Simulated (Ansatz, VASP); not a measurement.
**Rh in VASP and in Ansatz**

The input INCAR:

```
  ALGO = Normal
  EDIFF = 1E-8
  ENCUT = 520
  GGA = PE
  ISIF = 2
  ISMEAR = -1
  LASPH = T
  LCHARG = F
  LEFG = T
  LREAL = F
  LWAVE = F
  NBANDS = 14
  NELM = 60
  PREC = Accurate
  SIGMA = 0.08
```

The input KPOINTS:

```
k-points
0
Gamma
  16 16 16
```

Contents of POSCAR:

```
Rh
1.0
    0.0380310000      1.9205655000      1.9205655000
    1.9205655000      0.0380310000      1.9205655000
    1.9205655000      1.9205655000      0.0380310000
Rh
1
Direct
    0.0000000000      0.0000000000      0.0000000000
```

Input for Ansatz:

```yaml
crystal:
  lattice:
    - [0.038031, 1.9205655, 1.9205655]
    - [1.9205655, 0.038031, 1.9205655]
    - [1.9205655, 1.9205655, 0.038031]
  atoms:
    - { symbol: Rh, position: [0.0, 0.0, 0.0] }
kpoints:
  mp_grid: { grid: [16, 16, 16] }
scf:
  occupations: { method: fermi_dirac, width: 0.08 }
hamiltonian:
  xc: pbe
  pseudopotentials: { kind: all_electron, datasets: crystal }
output:
  forces: true
  stress: true
  eigenvalues: true
  efg: { contact_densities: true }
```

Change from the starting cell: equal xy, yz and zx shear strains of +2 %, crystal datasets.

Alike in both runs: task electric field gradients; functional PBE; k mesh 16 × 16 × 16; occupations fermi-dirac, width 0.08 eV; no spin polarisation.

|  | VASP | Ansatz |
| --- | --- | --- |
| version | VASP 6.6.1 | Ansatz 0.2.0 |
| potentials or method | VASP PAW PBE potentials, release 64 (Rh_pv), cutoff 520 eV | all-electron PAW with datasets made for the crystal, scalar-relativistic |

Ansatz gave:

* pressure (GPa): 6.4
* traceless stress, the component that is largest in VASP (GPa): -3.95
* size of Vzz on the site where it differs most (V/Å²): 0.6

Which values does VASP return?

Pressure (GPa): 6.5; traceless stress, the component that is largest in VASP (GPa): -3.95; size of Vzz on the site where it differs most (V/Å²): 2.5.

Ansatz ran all-electron here, and VASP with PAW potentials.
